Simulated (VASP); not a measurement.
# MgO (Fm-3m) in VASP: notebook, part 2 of 2

VASP 6.6.1. Earlier steps stand in the parts before.

## Step 3: Single point, PBE

This run uses another cell than the first one, of 9.62 Å³/atom.

INCAR

```
SYSTEM = MgO
ALGO     = Normal         ! electronic algorithm
EDIFF    = 1E-6           ! SCF threshold, eV
ENCUT    = 600            ! plane-wave cutoff, eV
GGA      = PE             ! functional
GGA_COMPAT= .False.      
ISIF     = 2              ! what is computed and relaxed
ISMEAR   = 0              ! smearing method
LASPH    = .True.         ! aspherical terms in the spheres
LCHARG   = .False.        ! write CHGCAR
LREAL    = .False.        ! projectors in reciprocal space
LWAVE    = .False.        ! write WAVECAR
NBANDS   = 11             ! bands
NELM     = 120            ! most SCF steps
PREC     = Accurate       ! precision mode
SIGMA    = 0.02           ! smearing width, eV
```

KPOINTS

```
k-points
0
Gamma
  10 10 10
  0 0 0
```

POSCAR

```
MgO
1.0
    0.0000000000      2.1269094260      2.1269094260
    2.1269094260      0.0000000000      2.1269094260
    2.1269094260      2.1269094260      0.0000000000
Mg O
1 1
Direct
    0.0000000000      0.0000000000      0.0000000000
    0.5000000000      0.5000000000      0.5000000000
```

Potentials or basis: VASP PAW PBE potentials, release 64 (Mg, O).

Run with:

```
$ cat potpaw_PBE.64/Mg/POTCAR potpaw_PBE.64/O/POTCAR > POTCAR
$ mpirun -np 1 vasp_std > vasp.out
```

OUTCAR:

```text
SYSTEM = MgO
   EDIFF = 1E-6
   ENCUT = 600
   GGA = PE
   ISIF = 2
   ISMEAR = 0
   LASPH = .True.
   LREAL = .False.
   NELM = 120
   PREC = Accurate

 ion  position               nearest neighbor table
   1  0.000  0.000  0.000-   2 2.13   2 2.13   2 2.13   2 2.13   2 2.13   2 2.13
   2  0.500  0.500  0.500-   1 2.13   1 2.13   1 2.13   1 2.13   1 2.13   1 2.13

  LATTYP: Found a face centered cubic cell.
 ALAT       =     4.2538188520

  Lattice vectors:

 A1 = (   0.0000000000,   2.1269094260,   2.1269094260)
 A2 = (   2.1269094260,   0.0000000000,   2.1269094260)
 A3 = (   2.1269094260,   2.1269094260,   0.0000000000)

Analysis of symmetry for initial positions (statically):
=====================================================================
 Subroutine PRICEL returns:
 Original cell was already a primitive cell.

 Routine SETGRP: Setting up the symmetry group for a
 face centered cubic supercell.

 Subroutine GETGRP returns: Found 48 space group operations
 (whereof 48 operations were pure point group operations)
 out of a pool of 48 trial point group operations.

The static configuration has the point symmetry O_h .

Analysis of symmetry for dynamics (positions and initial velocities):
=====================================================================
 Subroutine PRICEL returns:
 Original cell was already a primitive cell.

 Routine SETGRP: Setting up the symmetry group for a
 face centered cubic supercell.

 Subroutine GETGRP returns: Found 48 space group operations
 (whereof 48 operations were pure point group operations)
 out of a pool of 48 trial point group operations.

The dynamic configuration has the point symmetry O_h .

 Subroutine INISYM returns: Found 48 space group operations
 (whereof 48 operations are pure point group operations),
 and found     1 'primitive' translations

----------------------------------------------------------------------------------------

                                     Primitive cell

  volume of cell :      19.2432

  direct lattice vectors                    reciprocal lattice vectors
     0.000000000  2.126909426  2.126909426    -0.235082883  0.235082883  0.235082883
     2.126909426  0.000000000  2.126909426     0.235082883 -0.235082883  0.235082883
     2.126909426  2.126909426  0.000000000     0.235082883  0.235082883 -0.235082883

  length of vectors
     3.007904156  3.007904156  3.007904156     0.407175498  0.407175498  0.407175498

  position of ions in fractional coordinates (direct lattice)
     0.000000000  0.000000000  0.000000000
     0.500000000  0.500000000  0.500000000

  ion indices of the primitive-cell ions
   primitive index   ion index
                 1           1
                 2           2

----------------------------------------------------------------------------------------

 KPOINTS: k-points

Automatic generation of k-mesh.
 Grid dimensions read from file:
 generate k-points for:   10   10   10

 Generating k-lattice:

  Cartesian coordinates                     Fractional coordinates (reciprocal lattice)
    -0.023508288  0.023508288  0.023508288     0.100000000  0.000000000  0.000000000
     0.023508288 -0.023508288  0.023508288     0.000000000  0.100000000  0.000000000
     0.023508288  0.023508288 -0.023508288     0.000000000  0.000000000  0.100000000

  Length of vectors
     0.040717550  0.040717550  0.040717550

  Shift w.r.t. Gamma in fractional coordinates (k-lattice)
     0.000000000  0.000000000  0.000000000

 Subroutine IBZKPT returns following result:
 ===========================================

 Found     47 irreducible k-points:

 Following reciprocal coordinates:
            Coordinates               Weight
  0.000000  0.000000  0.000000      1.000000
  0.100000  0.000000  0.000000      8.000000
  0.200000  0.000000  0.000000      8.000000
  0.300000  0.000000  0.000000      8.000000
  0.400000  0.000000  0.000000      8.000000
  0.500000  0.000000  0.000000      4.000000
[... 16 lines left out ...]
  0.300000  0.300000  0.000000      6.000000
  0.400000  0.300000  0.000000     24.000000
 [... further k-points ...]
   k-points           NKPTS =     47   k-points in BZ     NKDIM =     47   number of bands    NBANDS=     11
   number of dos      NEDOS =    301   number of ions     NIONS =      2
   total plane-waves  NPLWV =  13824
   dimension x,y,z NGX =    24 NGY =   24 NGZ =   24
   dimension x,y,z NGXF=    48 NGYF=   48 NGZF=   48
   ions per type =               1   1
   NGX,Y,Z   is equivalent  to a cutoff of  13.26, 13.26, 13.26 a.u.
   NGXF,Y,Z  is equivalent  to a cutoff of  26.53, 26.53, 26.53 a.u.
 SYSTEM =  MgO
   PREC   = accura    normal or accurate (medium, high low for compatibility)
   ISTART =      0    job   : 0-new  1-cont  2-samecut
   ICHARG =      2    charge: 1-file 2-atom 10-const
   ISPIN  =      1    spin polarized calculation?
   LNONCOLLINEAR =      F non collinear calculations
   LSORBIT =      F    spin-orbit coupling
   LASPH  =      T    aspherical Exc in radial PAW
   ENCUT  =  600.0 eV  44.10 Ry    6.64 a.u.   6.01  6.01  6.01*2*pi/ulx,y,z
   NELM   =    120;   NELMIN=  2; NELMDL= -5     # of ELM steps
   EDIFF  = 0.1E-05   stopping-criterion for ELM
   LREAL  =      F    real-space projection
   EDIFFG = 0.1E-04   stopping-criterion for IOM
   NSW    =      0    number of steps for IOM
   IBRION =     -1    ionic relax: 0-MD 1-quasi-New 2-CG
   NFREE  =      0    steps in history (QN), initial steepest desc. (CG)
   ISIF   =      2    stress and relaxation
   ISYM   =      2    0-nonsym 1-usesym 2-fastsym
   POTIM  = 0.5000    time-step for ionic-motion
   TEBEG  =    0.0;   TEEND  =   0.0 temperature during run
   PSTRESS=    0.0 pullay stress
   NELECT =       8.0000    total number of electrons
   NUPDOWN=      -1.0000    fix difference up-down
   EMIN   =  10.00;   EMAX   =-10.00  energy-range for DOS
   EFERMI =   0.00;   METHOD = LEGACY
   ISMEAR =     0;   SIGMA  =   0.02  broadening in eV -4-tet -1-fermi 0-gaus
   EFERMI_NEDOS =   21; number of points for ismear=-14 and -15
   IALGO  =     38    algorithm
   IMIX   =      4    mixing-type and parameters
     AMIX     =   0.40;   BMIX     =  1.00
     AMIX_MAG =   1.60;   BMIX_MAG =  1.00
  volume/ion in A,a.u.               =       9.62        64.93
  Fermi-wavevector in a.u.,A,eV,Ry     =   1.221835  2.308933 20.311870  1.492880
  Thomas-Fermi vector in A             =   2.357003
   LORBIT       =      0    0 simple, 1 ext, 2 COOP (PROOUT), +10 PAW based schemes
   GGA     = PE    functional components
   LHFCALC =     F    Hartree Fock is set to
   AEXX    =    0.0000 exact exchange contribution
   IVDW    =     0    specifies the selected vdW correction
   LEPSILON=     F    determine dielectric tensor
   LRPA    =     F    only Hartree local field effects (RPA)
 non-spin polarized calculation
 Gauss-broadening in eV      SIGMA  =   0.02
  energy-cutoff  :      600.00
  volume of cell :       19.24
 maximum number of plane-waves:       656
   NGX = 13   NGY = 13   NGZ = 13

 number of electron       8.0000004 magnetization

 Free energy of the ion-electron system (eV)
  ---------------------------------------------------
  ext. energy  EPLUGINS =         0.00000000
  ---------------------------------------------------
  free energy    TOTEN  =       -11.91482500 eV

  energy without entropy =      -11.91482500  energy(sigma->0) =      -11.91482500

 E-fermi :   3.1827     XC(G=0): -10.9393

 val. band max:        2.9665520139   @ k =   0.0000   0.0000   0.0000
 cond. band min:       7.4111333262   @ k =   0.0000   0.0000   0.0000
 fundamental gap:      4.4445813122
 Fermi energy:         3.1826973513

 k-point     1 :       0.0000    0.0000    0.0000
  band No.  band energies     occupation
      1     -14.1471      2.00000
      2       2.9666      2.00000
      3       2.9666      2.00000
      4       2.9666      2.00000
      5       7.4111      0.00000
      6      18.6002      0.00000
      7      18.6002      0.00000
      8      18.6002      0.00000
      9      22.4377      0.00000
     10      24.1801      0.00000
     11      24.1801      0.00000
[... 309 lines left out ...]
 k-point    24 :       0.4000    0.3000    0.0000
  band No.  band energies     occupation
      1     -12.9762      2.00000
      2      -0.5128      2.00000
      3       1.7062      2.00000
      4       1.9177      2.00000
      5      12.2504      0.00000
      6      13.0512      0.00000
      7      16.2563      0.00000
      8      20.7583      0.00000
      9      20.9596      0.00000
     10      27.4918      0.00000
     11      29.3547      0.00000

 [... further k-points ...]

------------------------ aborting loop because EDIFF is reached ----------------------------------------

  FORCE on cell =-STRESS in cart. coord.  units (eV):
  Direction    XX          YY          ZZ          XY          YZ          ZX
  --------------------------------------------------------------------------------------
  -------------------------------------------------------------------------------------
  Total       -0.1240648     -0.1240648     -0.1240648      0.0000000      0.0000000     -0.0000000
  in kB      -10.3295705    -10.3295705    -10.3295705      0.0000000      0.0000000     -0.0000000
  external PRESSURE =     -10.3295705 kB  Pullay stress =       0.0000000 kB

 VOLUME and BASIS-vectors are now :
 -----------------------------------------------------------------------------
  energy-cutoff  :      600.00
  volume of cell :       19.24
      direct lattice vectors                 reciprocal lattice vectors
     0.000000000  2.126909426  2.126909426    -0.235082883  0.235082883  0.235082883
     2.126909426  0.000000000  2.126909426     0.235082883 -0.235082883  0.235082883
     2.126909426  2.126909426  0.000000000     0.235082883  0.235082883 -0.235082883

 POSITION                                       TOTAL-FORCE (eV/Angst)
 -----------------------------------------------------------------------------------
      0.00000      0.00000      0.00000         0.000000      0.000000      0.000000
      2.12691      2.12691      2.12691        -0.000000     -0.000000     -0.000000
 -----------------------------------------------------------------------------------
    total drift:                               -0.000000     -0.000000      0.000000

  FREE ENERGIE OF THE ION-ELECTRON SYSTEM (eV)
  ---------------------------------------------------
  free  energy   TOTEN  =       -11.9148249980 eV

  energy  without entropy=      -11.9148249980  energy(sigma->0) =      -11.91482500
```

Run time: 13 s. Hardware: 1 thread of Intel Xeon 8259CL, shared host; peak memory 0.14 GiB.

What came out:

* Free energy: -11.9148 eV
* Pressure: -1.0 GPa
* Band gap on the k mesh: 4.44 eV

Levels at points of the mesh, in eV from the valence-band top:
```
           k point  band 2  band 3  band 4  band 5  band 6  band 7
(0.00, 0.00, 0.00)    0.00    0.00    0.00    4.44   15.63   15.63
(0.50, 0.00, 0.00)   -4.49   -0.62   -0.62    7.71   12.27   16.01
(0.50, 0.50, 0.00)   -3.96   -1.31   -1.31    9.08    9.65   12.79
```
